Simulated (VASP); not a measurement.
A run of VASP 6.6.1:

Contents of INCAR:

```
SYSTEM = Ni
  PREC = Accurate
  ENCUT = 690
  EDIFF = 1E-6
  ISMEAR = -1
  SIGMA = 0.05
  LREAL = .False.
  LASPH = .True.
  NELM = 200
  ALGO = Normal
  ISIF = 2
  LWAVE = .False.
  LCHARG = .False.
  ISPIN = 2
  MAGMOM = 1
  LORBIT = 11
  LMAXMIX = 4
  LDAU = .True.
  LDAUTYPE = 2
  LDAUL = 2
  LDAUU = 2
  LDAUJ = 0
  LDAUPRINT = 1
  GGA = PE
  NBANDS = 19
  GGA_COMPAT = .False.
```

File KPOINTS:

```
regular mesh
0
Gamma
  10 10 10
  0 0 0
```

POSCAR

```
Ni
1.0
    0.0000000000      1.7375729330      1.7375729330
    1.7375729330      0.0000000000      1.7375729330
    1.7375729330      1.7375729330      0.0000000000
Ni
1
Direct
    0.0000000000      0.0000000000      0.0000000000
```

Potentials or basis: VASP PAW PBE potentials, release 64 (Ni_sv_GW).

The run is started by

```console
$ cat potpaw_PBE.64/Ni_sv_GW/POTCAR > POTCAR
$ mpirun -np 1 vasp_std > vasp.out
```

Hardware: 1 thread of AMD EPYC 7R43 64-Core Processor (Zen 3), on a shared host.

Problem. How long does it take, and how much memory?

Solution. Wall time 44 s on 1 thread of AMD EPYC 7R43 64-Core Processor (Zen 3), with other jobs on the host, peak memory 0.13 GiB. Counts: scf iterations 14, k points 47.
